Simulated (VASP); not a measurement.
# AlGa3N4 (Cmm2) in VASP: notebook, part 2 of 2

VASP 6.6.1.

### 4 Single point, r2SCAN (atom 2 (Ga) moved -0.050 Å along Cartesian [0 0 1])

POSCAR reads:

```
AlGa3N4
1.0
    4.4716853600      0.0000000000      0.0000000000
    0.0000000000      4.4716853600      0.0000000000
    0.0000000000      0.0000000000      4.4716853600
Al Ga N
1 3 4
Direct
    0.0000000000      0.0000000000      0.0000000000
    0.5000000000      0.5000000000     -0.0111814665
    0.5000000000      0.0000000000      0.5000000000
    0.0000000000      0.5000000000      0.5000000000
    0.7557144200      0.7557144200      0.2442855800
    0.7557144200      0.2442855800      0.7557144200
    0.2442855800      0.7557144200      0.7557144200
    0.2442855800      0.2442855800      0.2442855800
```

INCAR.step1 reads:

```
SYSTEM = AlGa3N4
PREC     = Accurate       ! precision mode
ENCUT    = 520            ! plane-wave cutoff, eV
ISMEAR   = 0              ! smearing method
SIGMA    = 0.05           ! smearing width, eV
LREAL    = .FALSE.        ! projectors in reciprocal space
LASPH    = .TRUE.         ! aspherical terms in the spheres
NELM     = 60             ! most SCF steps
NBANDS   = 41             ! bands
GGA      = PE             ! functional
ALGO     = Normal         ! electronic algorithm
EDIFF    = 1E-4           ! SCF threshold, eV
LWAVE    = .TRUE.         ! write WAVECAR
LCHARG   = .FALSE.        ! write CHGCAR
```

INCAR.step2 reads:

```
SYSTEM = AlGa3N4
PREC     = Accurate       ! precision mode
ENCUT    = 520            ! plane-wave cutoff, eV
EDIFF    = 1E-6           ! SCF threshold, eV
ISMEAR   = 0              ! smearing method
SIGMA    = 0.05           ! smearing width, eV
LREAL    = .FALSE.        ! projectors in reciprocal space
LASPH    = .TRUE.         ! aspherical terms in the spheres
NELM     = 60             ! most SCF steps
ALGO     = Normal         ! electronic algorithm
ISIF     = 2              ! what is computed and relaxed
LWAVE    = .FALSE.        ! write WAVECAR
LCHARG   = .FALSE.        ! write CHGCAR
METAGGA  = R2SCAN         ! meta-GGA
LMIXTAU  = .TRUE.       
NBANDS   = 41             ! bands
ISTART   = 1
```

KPOINTS reads:

```
Automatic mesh
0
G
  6 6 6
  0 0 0
```

Potentials or basis: VASP PAW PBE potentials, release 64 (Al, Ga_d, N).

Launch:

```bash
> cat potpaw_PBE.64/Al/POTCAR potpaw_PBE.64/Ga_d/POTCAR potpaw_PBE.64/N/POTCAR > POTCAR
> cp INCAR.step1 INCAR
> mpirun -np 1 vasp_std > vasp.out
> cp INCAR.step2 INCAR
> mpirun -np 1 vasp_std > vasp.out
```

OUTCAR:

```text
SYSTEM = AlGa3N4
   PREC = Accurate
   ENCUT = 520
   EDIFF = 1E-6
   ISMEAR = 0
   LREAL = .FALSE.
   LASPH = .TRUE.
   NELM = 60
   ISIF = 2
   METAGGA = R2SCAN
   ISTART = 1

 ion  position               nearest neighbor table
   1  0.000  0.000  0.000-   5 1.89   6 1.89   7 1.89   8 1.89
   2  0.500  0.500  0.989-   6 1.92   7 1.92   5 1.98   8 1.98
   3  0.500  0.000  0.500-   5 1.95   6 1.95   7 1.95   8 1.95
   4  0.000  0.500  0.500-   5 1.95   6 1.95   7 1.95   8 1.95
   5  0.756  0.756  0.244-   1 1.89   3 1.95   4 1.95   2 1.98
   6  0.756  0.244  0.756-   1 1.89   2 1.92   3 1.95   4 1.95
   7  0.244  0.756  0.756-   1 1.89   2 1.92   3 1.95   4 1.95
   8  0.244  0.244  0.244-   1 1.89   3 1.95   4 1.95   2 1.98

  LATTYP: Found a simple cubic cell.
 ALAT       =     4.4716853600

  Lattice vectors:

 A1 = (   4.4716853600,   0.0000000000,   0.0000000000)
 A2 = (   0.0000000000,   4.4716853600,   0.0000000000)
 A3 = (   0.0000000000,   0.0000000000,   4.4716853600)

Analysis of symmetry for initial positions (statically):
=====================================================================
 Subroutine PRICEL returns:
[... 187 lines left out ...]
 cond. band min:       7.9214378088   @ k =   0.0000   0.0000   0.0000
 fundamental gap:      2.7605000623
 Fermi energy:         5.3915754528

 k-point     1 :       0.0000    0.0000    0.0000
  band No.  band energies     occupation
      1     -11.3256      2.00000
      2     -10.0264      2.00000
      3      -9.9384      2.00000
      4      -9.8605      2.00000
      5      -8.3697      2.00000
      6      -8.3692      2.00000
[... 1045 lines left out ...]
     40      15.7361      0.00000
     41      15.7883      0.00000

 [... further k-points ...]
[... 5 lines left out ...]
  --------------------------------------------------------------------------------------
  -------------------------------------------------------------------------------------
  Total       -0.0350506     -0.0350506     -0.1076251     -0.4054049      0.0000000      0.0000000
  in kB       -0.6280467     -0.6280467     -1.9284589     -7.2641671      0.0000000      0.0000000
  external PRESSURE =      -1.0615174 kB  Pullay stress =       0.0000000 kB

 VOLUME and BASIS-vectors are now :
 -----------------------------------------------------------------------------
  energy-cutoff  :      520.00
  volume of cell :       89.42
      direct lattice vectors                 reciprocal lattice vectors
     4.471685360  0.000000000  0.000000000     0.223629330  0.000000000  0.000000000
     0.000000000  4.471685360  0.000000000     0.000000000  0.223629330  0.000000000
     0.000000000  0.000000000  4.471685360     0.000000000  0.000000000  0.223629330

 POSITION                                       TOTAL-FORCE (eV/Angst)
 -----------------------------------------------------------------------------------
      0.00000      0.00000      0.00000        -0.000000      0.000000      0.165575
      2.23584      2.23584      4.42169        -0.000000      0.000000      0.892273
      2.23584      0.00000      2.23584        -0.000000      0.000000     -0.235648
      0.00000      2.23584      2.23584        -0.000000      0.000000     -0.235648
      3.37932      3.37932      1.09237        -0.097204     -0.097204     -0.143344
      3.37932      1.09237      3.37932         0.127961     -0.127961     -0.149933
      1.09237      3.37932      3.37932        -0.127961      0.127961     -0.149933
      1.09237      1.09237      1.09237         0.097204      0.097204     -0.143344
 -----------------------------------------------------------------------------------
    total drift:                               -0.000000     -0.000000     -0.012203

  FREE ENERGIE OF THE ION-ELECTRON SYSTEM (eV)
  ---------------------------------------------------
  free  energy   TOTEN  =       -84.8441269126 eV

  energy  without entropy=      -84.8441269126  energy(sigma->0) =      -84.84412691
```

OSZICAR.step1:

```text
N       E                     dE             d eps       ncg     rms          rms(c)
DAV:   1     0.629153510069E+03    0.62915E+03   -0.28101E+04  4849   0.255E+03
DAV:   2     0.506173046669E+02   -0.57854E+03   -0.54012E+03  4632   0.634E+02
DAV:   3    -0.525290947041E+02   -0.10315E+03   -0.10052E+03  4757   0.192E+02
DAV:   4    -0.596424432334E+02   -0.71133E+01   -0.70545E+01  5929   0.533E+01
DAV:   5    -0.598096332492E+02   -0.16719E+00   -0.16698E+00  5212   0.812E+00    0.160E+01
DAV:   6    -0.509581982174E+02    0.88514E+01   -0.26169E+01  7854   0.585E+01    0.453E+00
DAV:   7    -0.512763778819E+02   -0.31818E+00   -0.43211E+00  5086   0.118E+01    0.401E+00
DAV:   8    -0.512667706645E+02    0.96072E-02   -0.49873E-01  6228   0.797E+00    0.106E+00
DAV:   9    -0.512321175659E+02    0.34653E-01   -0.14912E-01  6717   0.514E+00    0.500E-01
DAV:  10    -0.512326187555E+02   -0.50119E-03   -0.18415E-02  5210   0.824E-01    0.169E-01
DAV:  11    -0.512328405511E+02   -0.22180E-03   -0.26330E-03  6994   0.680E-01    0.376E-02
DAV:  12    -0.512328379420E+02    0.26092E-05   -0.41090E-04  4770   0.325E-01
   1 F= -.51232838E+02 E0= -.51232838E+02  d E =-.148733E-10
```

Run time: 15 min. Hardware: 1 thread of Intel Xeon 8259CL, shared host; peak memory 0.31 GiB.

Results:

* Free energy: -84.8441 eV
* Pressure: -0.1 GPa
* Largest force: 0.892 eV/Å
* Band gap on the k mesh: 2.76 eV, direct

Forces in eV/Å, atoms in the order of the input:
```
Al   0.000  0.000  0.166
Ga   0.000  0.000  0.892
Ga   0.000  0.000 -0.236
Ga   0.000  0.000 -0.236
N   -0.097 -0.097 -0.143
N    0.128 -0.128 -0.150
N   -0.128  0.128 -0.150
N    0.097  0.097 -0.143
```

Caveat: the cell differs from its parent crystal (atom 2 (Ga) moved -0.050 Å along Cartesian [0 0 1]); the PAW data sets were made with another functional, which shifts forces and pressure a little.
